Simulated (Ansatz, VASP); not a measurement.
**One calculation of Fe, two programs**

```
Fe
1.0
     0.00000    1.98830    1.98835
     1.40637    0.00000    1.98835
     1.40637    1.98830    0.00000
Fe
1
Direct
  0.00000 0.00000 0.00000
```

Alike in both runs: functional BLYP; dispersion D3(BJ); k mesh 9 × 9 × 9; occupations fermi-dirac, width 0.15 eV; collinear spin.

Ansatz relaxed the structure, and its values are those at the end. VASP's run is a single point on that final structure, the one shown.

```csv
,VASP,Ansatz
version,VASP 6.6.1,Ansatz 0.2.0
potentials or method,"VASP PAW PBE potentials, release 64 (Fe), cutoff 520 eV","plane waves, PAW"
valence electrons in the cell,8,16
```

VASP gave:

| Quantity | Value |
| --- | --- |
| pressure (GPa) | 0.2 |
| net moment per atom (μB) | 2.10 |
| size of the moment on the site where the two differ most (μB) | 2.09 |

**Question.** Which values does Ansatz return?

**Answer.** Pressure (GPa): 0.0; net moment per atom (μB): 2.09; size of the moment on the site where the two differ most (μB): 2.13.

VASP's potentials were made for PBE, not for BLYP. Site moments also hang on the region over which each program counts them. VASP's potentials hold 8 valence electrons a cell and Ansatz's 16, so a difference there can come from the potentials and not from the codes. Ansatz's warnings: force scf threshold loose, given moment on shells, stress scf threshold loose.
